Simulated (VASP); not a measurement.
# W in VASP: single point with LDA

Aim: the single point of W with LDA.

Everything below comes from runs of VASP 6.6.1. Logs are shortened: lines on timing, memory, paths and dates and some standing lists are left out, and cuts for length are marked.

**1. The cell of the first run**

The typed cell holds 1 atom: a = 2.846 Å, b = 2.846 Å, c = 2.846 Å, α = 120.00°, β = 120.00°, γ = 90.01°.

This isn't the form of W at room conditions, which is bcc.

**2. Single point, LDA**

Input file INCAR:

```
PREC     = Accurate       # precision mode
ENCUT    = 520            # plane-wave cutoff, eV
EDIFF    = 1E-6           # SCF threshold, eV
ISMEAR   = 0              # smearing method
SIGMA    = 0.15           # smearing width, eV
LREAL    = F              # projectors in reciprocal space
LASPH    = T              # aspherical terms in the spheres
NELM     = 60             # most SCF steps
ALGO     = Fast           # electronic algorithm
ISIF     = 2              # what is computed and relaxed
LWAVE    = F              # write WAVECAR
LCHARG   = F              # write CHGCAR
GGA      = CA             # functional
NBANDS   = 13             # bands
```

Input file KPOINTS:

```
Automatic mesh
0
Gamma
  24 24 24
```

Input file POSCAR:

```
W
1.0
   -1.4231041611      1.4231041611      2.0122692838
    1.4231041611     -1.4231041611      2.0122692838
    1.4231041611      1.4231041611     -2.0122692838
W
1
Direct
    0.0000000000      0.0000000000      0.0000000000
```

Potentials or basis: VASP PAW LDA potentials, release 64 (W_sv).

On the command line:

```sh
> cat potpaw_LDA.64/W_sv/POTCAR > POTCAR
> mpirun -np 1 vasp_std > vasp.out
```

OUTCAR:

```text
PREC = Accurate
   ENCUT = 520
   EDIFF = 1E-6
   ISMEAR = 0
   LREAL = F
   LASPH = T
   NELM = 60
   ISIF = 2
   GGA = CA

 ion  position               nearest neighbor table
   1  0.000  0.000  0.000-

  LATTYP: Found a body centered tetragonal cell.
 ALAT       =     2.8462083222
 C/A-ratio  =     1.4140000000

  Lattice vectors:

 A1 = (  -1.4231041611,   1.4231041611,   2.0122692838)
 A2 = (   1.4231041611,  -1.4231041611,   2.0122692838)
 A3 = (   1.4231041611,   1.4231041611,  -2.0122692838)

Analysis of symmetry for initial positions (statically):
=====================================================================
 Subroutine PRICEL returns:
 Original cell was already a primitive cell.

 Routine SETGRP: Setting up the symmetry group for a
 body centered tetragonal supercell.

 Subroutine GETGRP returns: Found 16 space group operations
 (whereof 16 operations were pure point group operations)
 out of a pool of 16 trial point group operations.

The static configuration has the point symmetry D_4h.

Analysis of symmetry for dynamics (positions and initial velocities):
=====================================================================
 Subroutine PRICEL returns:
 Original cell was already a primitive cell.

 Routine SETGRP: Setting up the symmetry group for a
 body centered tetragonal supercell.

 Subroutine GETGRP returns: Found 16 space group operations
 (whereof 16 operations were pure point group operations)
 out of a pool of 16 trial point group operations.

The dynamic configuration has the point symmetry D_4h.

 Subroutine INISYM returns: Found 16 space group operations
 (whereof 16 operations are pure point group operations),
 and found     1 'primitive' translations

----------------------------------------------------------------------------------------

                                     Primitive cell

  volume of cell :      16.3012

  direct lattice vectors                    reciprocal lattice vectors
    -1.423104161  1.423104161  2.012269284     0.000000000  0.351344627  0.248475691
     1.423104161 -1.423104161  2.012269284     0.351344627  0.000000000  0.248475691
     1.423104161  1.423104161 -2.012269284     0.351344627  0.351344627  0.000000000

  length of vectors
     2.845993425  2.845993425  2.845993425     0.430329194  0.430329194  0.496876336

  position of ions in fractional coordinates (direct lattice)
     0.000000000  0.000000000  0.000000000

  ion indices of the primitive-cell ions
   primitive index   ion index
                 1           1

----------------------------------------------------------------------------------------

 KPOINTS: Automatic mesh

Automatic generation of k-mesh.
 Grid dimensions read from file:
 generate k-points for:   24   24   24

 Generating k-lattice:

  Cartesian coordinates                     Fractional coordinates (reciprocal lattice)
     0.000000000  0.014639359  0.010353154     0.041666667  0.000000000  0.000000000
     0.014639359  0.000000000  0.010353154     0.000000000  0.041666667  0.000000000
     0.014639359  0.014639359  0.000000000     0.000000000  0.000000000  0.041666667

  Length of vectors
     0.017930383  0.017930383  0.020703181

  Shift w.r.t. Gamma in fractional coordinates (k-lattice)
     0.000000000  0.000000000  0.000000000

 Subroutine IBZKPT returns following result:
 ===========================================

 Found   1063 irreducible k-points:

 Following reciprocal coordinates:
            Coordinates               Weight
  0.000000  0.000000  0.000000      1.000000
  0.041667  0.000000 -0.000000      8.000000
  0.083333  0.000000 -0.000000      8.000000
  0.125000  0.000000 -0.000000      8.000000
  0.166667  0.000000 -0.000000      8.000000
  0.208333  0.000000 -0.000000      8.000000
[... 16 lines left out ...]
  0.416667  0.041667 -0.000000     16.000000
  0.458333  0.041667 -0.000000     16.000000
 [... further k-points ...]
   k-points           NKPTS =   1063   k-points in BZ     NKDIM =   1063   number of bands    NBANDS=     13
   number of dos      NEDOS =    301   number of ions     NIONS =      1
   total plane-waves  NPLWV =  13824
   dimension x,y,z NGX =    24 NGY =   24 NGZ =   24
   dimension x,y,z NGXF=    48 NGYF=   48 NGZF=   48
   ions per type =               1
   NGX,Y,Z   is equivalent  to a cutoff of  14.02, 14.02, 14.02 a.u.
   NGXF,Y,Z  is equivalent  to a cutoff of  28.04, 28.04, 28.04 a.u.
 SYSTEM =  unknown system
   PREC   = accura    normal or accurate (medium, high low for compatibility)
   ISTART =      0    job   : 0-new  1-cont  2-samecut
   ICHARG =      2    charge: 1-file 2-atom 10-const
   ISPIN  =      1    spin polarized calculation?
   LNONCOLLINEAR =      F non collinear calculations
   LSORBIT =      F    spin-orbit coupling
   LASPH  =      T    aspherical Exc in radial PAW
   ENCUT  =  520.0 eV  38.22 Ry    6.18 a.u.   5.29  5.29  5.29*2*pi/ulx,y,z
   NELM   =     60;   NELMIN=  2; NELMDL= -5     # of ELM steps
   EDIFF  = 0.1E-05   stopping-criterion for ELM
   LREAL  =      F    real-space projection
   EDIFFG = 0.1E-04   stopping-criterion for IOM
   NSW    =      0    number of steps for IOM
   IBRION =     -1    ionic relax: 0-MD 1-quasi-New 2-CG
   NFREE  =      0    steps in history (QN), initial steepest desc. (CG)
   ISIF   =      2    stress and relaxation
   ISYM   =      2    0-nonsym 1-usesym 2-fastsym
   POTIM  = 0.5000    time-step for ionic-motion
   TEBEG  =    0.0;   TEEND  =   0.0 temperature during run
   PSTRESS=    0.0 pullay stress
   NELECT =      14.0000    total number of electrons
   NUPDOWN=      -1.0000    fix difference up-down
   EMIN   =  10.00;   EMAX   =-10.00  energy-range for DOS
   EFERMI =   0.00;   METHOD = LEGACY
   ISMEAR =     0;   SIGMA  =   0.15  broadening in eV -4-tet -1-fermi 0-gaus
   EFERMI_NEDOS =   21; number of points for ismear=-14 and -15
   IALGO  =     68    algorithm
   IMIX   =      4    mixing-type and parameters
     AMIX     =   0.40;   BMIX     =  1.00
     AMIX_MAG =   1.60;   BMIX_MAG =  1.00
  volume/ion in A,a.u.               =      16.30       110.01
  Fermi-wavevector in a.u.,A,eV,Ry     =   1.556125  2.940649 32.946829  2.421524
  Thomas-Fermi vector in A             =   2.659966
   LORBIT       =      0    0 simple, 1 ext, 2 COOP (PROOUT), +10 PAW based schemes
   GGA     = CA    functional components
   LHFCALC =     F    Hartree Fock is set to
   AEXX    =    0.0000 exact exchange contribution
   IVDW    =     0    specifies the selected vdW correction
   LEPSILON=     F    determine dielectric tensor
   LRPA    =     F    only Hartree local field effects (RPA)
 non-spin polarized calculation
 RMM-DIIS sequential band-by-band and
 Gauss-broadening in eV      SIGMA  =   0.15
  energy-cutoff  :      520.00
  volume of cell :       16.30
 maximum number of plane-waves:       459
 NGX is ok and might be reduce to    24
   NGX = 11   NGY = 11   NGZ = 11

 number of electron      14.0000001 magnetization

 Free energy of the ion-electron system (eV)
  ---------------------------------------------------
  ext. energy  EPLUGINS =         0.00000000
  ---------------------------------------------------
  free energy    TOTEN  =       -13.60141111 eV

  energy without entropy =      -13.58646111  energy(sigma->0) =      -13.59393611

 E-fermi :  10.4365     XC(G=0): -13.6624

 val. band max:       10.4294276354   @ k =   0.1250   0.0417   0.0417
 cond. band min:      10.4410310578   @ k =  -0.1250   0.2917   0.1250
 fundamental gap:      0.0116034224
 Fermi energy:        10.4365033211

 k-point     1 :       0.0000    0.0000    0.0000
  band No.  band energies     occupation
      1     -62.7652      2.00000
      2     -26.6334      2.00000
      3     -26.6334      2.00000
      4     -26.6333      2.00000
      5       1.5105      2.00000
      6       9.8536      2.00000
      7       9.8536      2.00000
      8       9.8556      2.00000
      9      12.9713      0.00000
     10      12.9742      0.00000
     11      23.3311      0.00000
     12      28.5124      0.00000
     13      28.5129      0.00000

 k-point     2 :       0.0417    0.0000   -0.0000
  band No.  band energies     occupation
      1     -62.7632      2.00000
      2     -26.6552      2.00000
      3     -26.6362      2.00000
      4     -26.6361      2.00000
      5       1.5883      2.00000
      6       9.7941      2.00000
      7       9.8906      2.00000
      8       9.8920      2.00000
      9      12.9368      0.00000
     10      12.9397      0.00000
     11      23.4882      0.00000
     12      28.1529      0.00000
     13      28.6587      0.00000

 k-point     3 :       0.0833    0.0000   -0.0000
  band No.  band energies     occupation
      1     -62.7576      2.00000
      2     -26.7190      2.00000
      3     -26.6443      2.00000
      4     -26.6442      2.00000
      5       1.8170      2.00000
      6       9.6281      2.00000
      7       9.9937      1.99997
      8       9.9950      1.99997
      9      12.8475      0.00000
     10      12.8503      0.00000
     11      23.9344      0.00000
     12      27.3542      0.00000
     13      29.0863      0.00000

 k-point     4 :       0.1250    0.0000   -0.0000
  band No.  band energies     occupation
      1     -62.7487      2.00000
      2     -26.8194      2.00000
      3     -26.6573      2.00000
      4     -26.6571      2.00000
      5       2.1818      2.00000
      6       9.3962      2.00000
      7      10.1369      1.99527
      8      10.1383      1.99507
      9      12.7459      0.00000
     10      12.7484      0.00000
     11      24.5674      0.00000
     12      26.5032      0.00000
     13      29.7758      0.00000

 k-point     5 :       0.1667    0.0000   -0.0000
  band No.  band energies     occupation
      1     -62.7371      2.00000
      2     -26.9484      2.00000
      3     -26.6741      2.00000
      4     -26.6739      2.00000
      5       2.6555      2.00000
      6       9.1531      2.00000
      7      10.2711      1.88118
      8      10.2726      1.87765
      9      12.7018      0.00000
     10      12.7038      0.00000
     11      24.8804      0.00000
     12      26.1653      0.00000
     13      30.6894      0.00000
[... 257 lines left out ...]
 k-point    22 :       0.3750    0.0417   -0.0000
  band No.  band energies     occupation
      1     -62.6644      2.00000
      2     -27.6909      2.00000
      3     -26.7987      2.00000
      4     -26.7695      2.00000
      5       4.8317      2.00000
      6       9.7222      2.00000
      7       9.8395      2.00000
      8      10.0742      1.99936
      9      14.4576      0.00000
     10      15.1283      0.00000
     11      21.7245      0.00000
     12      24.5878      0.00000
     13      30.2156      0.00000

 k-point    23 :       0.4167    0.0417   -0.0000
  band No.  band energies     occupation
      1     -62.6565      2.00000
      2     -27.7688      2.00000
      3     -26.8069      2.00000
      4     -26.7837      2.00000
      5       4.8893      2.00000
      6       9.6058      2.00000
      7       9.7352      2.00000
      8      10.6610      0.03432
      9      14.9720      0.00000
     10      15.5050      0.00000
     11      21.2241      0.00000
     12      23.6966      0.00000
     13      29.4794      0.00000

 k-point    24 :       0.4583    0.0417   -0.0000
  band No.  band energies     occupation
      1     -62.6521      2.00000
      2     -27.8121      2.00000
      3     -26.8097      2.00000
      4     -26.7935      2.00000
      5       4.9059      2.00000
      6       9.5321      2.00000
      7       9.6817      2.00000
      8      11.0689      0.00000
      9      15.3444      0.00000
     10      15.6830      0.00000
     11      20.8525      0.00000
     12      23.2226      0.00000
     13      29.1380      0.00000

 [... further k-points ...]

------------------------ aborting loop because EDIFF is reached ----------------------------------------

  FORCE on cell =-STRESS in cart. coord.  units (eV):
  Direction    XX          YY          ZZ          XY          YZ          ZX
  --------------------------------------------------------------------------------------
  -------------------------------------------------------------------------------------
  Total       -0.9827953     -0.9827953     -0.9879325      0.0000000      0.0000000     -0.0000000
  in kB      -96.5949020    -96.5949020    -97.0998131      0.0000000      0.0000000     -0.0000000
  external PRESSURE =     -96.7632057 kB  Pullay stress =       0.0000000 kB

 VOLUME and BASIS-vectors are now :
 -----------------------------------------------------------------------------
  energy-cutoff  :      520.00
  volume of cell :       16.30
      direct lattice vectors                 reciprocal lattice vectors
    -1.423104161  1.423104161  2.012269284     0.000000000  0.351344627  0.248475691
     1.423104161 -1.423104161  2.012269284     0.351344627  0.000000000  0.248475691
     1.423104161  1.423104161 -2.012269284     0.351344627  0.351344627  0.000000000

 POSITION                                       TOTAL-FORCE (eV/Angst)
 -----------------------------------------------------------------------------------
      0.00000      0.00000      0.00000         0.000000      0.000000      0.000000
 -----------------------------------------------------------------------------------
    total drift:                               -0.000000      0.000000      0.000000

  FREE ENERGIE OF THE ION-ELECTRON SYSTEM (eV)
  ---------------------------------------------------
  free  energy   TOTEN  =       -13.6014111079 eV

  energy  without entropy=      -13.5864611096  energy(sigma->0) =      -13.59393611
```

Run time: 2.5 min. Hardware: 1 thread of Intel Xeon Platinum 8488C (Sapphire Rapids), shared host; peak memory 0.31 GiB.

Results:

```
Free energy            : -13.6014 eV
Pressure               : -9.7 GPa
Band gap on the k mesh : zero (bands 7 and 8 overlap by 3.82 eV)
```

Levels at points of the mesh, in eV from the Fermi level:
```tsv
k point	band 5	band 6	band 7	band 8	band 9	band 10
(0.00, 0.00, 0.00)	-8.93	-0.58	-0.58	-0.58	2.53	2.54
(0.50, 0.00, 0.00)	-5.60	-0.82	-0.82	0.82	5.06	5.06
(0.50, 0.50, 0.00)	-5.52	-4.55	3.24	5.01	5.82	5.82
(0.50, 0.50, 0.50)	-5.52	-4.55	3.24	5.01	5.82	5.82
```

Caveat: the cell stands under tension; spin-orbit coupling is left out, which moves the levels of the heavy elements.
